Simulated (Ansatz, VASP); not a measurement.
## One calculation of AlN, two programs

File POSCAR:

```
AlN
1.0
    0.0000000000      2.2504227048      2.2504227048
    2.2504227048      0.0000000000      2.2504227048
    2.2504227048      2.2504227048      0.0000000000
Al N
1 1
Direct
    0.0000000000      0.0000000000      0.0000000000
    0.2500000000      0.2500000000      0.2500000000
```

File INCAR.step1:

```
SYSTEM = AlN
ALGO = Normal ; EDIFF = 1E-4
ENCUT = 520 ; GGA = PE
ISMEAR = 0 ; LASPH = .True.
LCHARG = .False. ; LREAL = .False.
LWAVE = .True. ; NBANDS = 11
NELM = 100 ; PREC = Accurate
SIGMA = 0.01
```

INCAR.step2

```
SYSTEM = AlN
ALGO = Normal ; EDIFF = 1E-6
ENCUT = 520 ; ISIF = 2
ISMEAR = 0 ; ISTART = 1
LASPH = .True. ; LCHARG = .False.
LMIXTAU = .True. ; LREAL = .False.
LWAVE = .False. ; METAGGA = R2SCAN
NBANDS = 11 ; NELM = 100
PREC = Accurate ; SIGMA = 0.01
```

KPOINTS

```
k-points
0
Gamma
  10 10 10
  0 0 0
```

Input for Ansatz:

```yaml
crystal:
  lattice:
    - [0.0, 2.2504227048, 2.2504227048]
    - [2.2504227048, 0.0, 2.2504227048]
    - [2.2504227048, 2.2504227048, 0.0]
  atoms:
    - { symbol: Al, position: [0.0, 0.0, 0.0] }
    - { symbol: "N", position: [0.25, 0.25, 0.25] }
kpoints:
  mp_grid: { grid: [10, 10, 10] }
  band_path:
    path:
      - [0.0, 0.0, 0.0]
      - [-0.5, -0.5, 0.0]
      - [-0.375, -0.375, 0.25]
      - [-0.375, 0.0, 0.375]
      - [0.0, 0.0, 0.5]
      - [-0.5, -0.25, 0.25]
      - [0.0, 0.5, 0.5]
    npoints: 1
hamiltonian:
  xc: r2scan
scf:
  occupations: { method: fixed }
  n_extra_bands: 4
output:
  forces: true
  stress: true
  eigenvalues: true
  write_density: true
  write_potential: true
  elf: true
  volumetric_format: npy
```

Change from the starting cell: hydrostatic strain +3.0%.

Alike in both runs: task single point; functional r2SCAN; k mesh 10 × 10 × 10; no spin polarisation.

|  | VASP | Ansatz |
| --- | --- | --- |
| version | VASP 6.6.1 | Ansatz 0.2.0 |
| potentials or method | VASP PAW PBE potentials, release 64 (Al, N) | plane waves, PAW |
| plane-wave cutoff (eV) | 520 | 500 |
| occupations | gaussian, width 0.01 eV | fixed |
| valence electrons in the cell | 8 | 8 |

Ansatz gave:

- gap on the k mesh at the Fermi level (eV): 3.86
- pressure (GPa): -15.7

**Question.** Which values does VASP return?

**Answer.** gap on the k mesh at the Fermi level (eV): 3.86; pressure (GPa): -16.1.

VASP's potentials were made for PBE, not for r2SCAN.
